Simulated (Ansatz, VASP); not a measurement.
Al in VASP and in Ansatz

```
Al
1.0
     2.81245    0.00000    0.00000
    -1.40623    2.43566    0.00000
     0.00000    0.00000    4.86685
Al
2
Direct
  0.66667 0.33333 0.75000
  0.33333 0.66667 0.25000
```

Alike in both runs: task single point; functional r2SCAN; k mesh 11 × 11 × 6; no spin polarisation.

|  | VASP | Ansatz |
| --- | --- | --- |
| version | VASP 6.6.1 | Ansatz 0.2.0 |
| potentials or method | VASP PAW PBE potentials, release 64 (Al) | plane waves, PAW |
| plane-wave cutoff (eV) | 520 | 500 |
| occupations | methfessel-paxton of order 1, width 0.1 eV | cold, width 0.1 eV |
| valence electrons in the cell | 6 | 6 |

|  | VASP | Ansatz | Ansatz less VASP |
| --- | --- | --- | --- |
| gap on the k mesh at the Fermi level (eV) | none | none | - |
| pressure (GPa) | -3.1 | -2.8 | +0.29 |
| traceless stress, the component that is largest in VASP (GPa) | -4.09 | -3.94 | +0.148 |

VASP's potentials were made for PBE, not for r2SCAN. A gap of «none» marks a metal or a gap that the smearing closes.
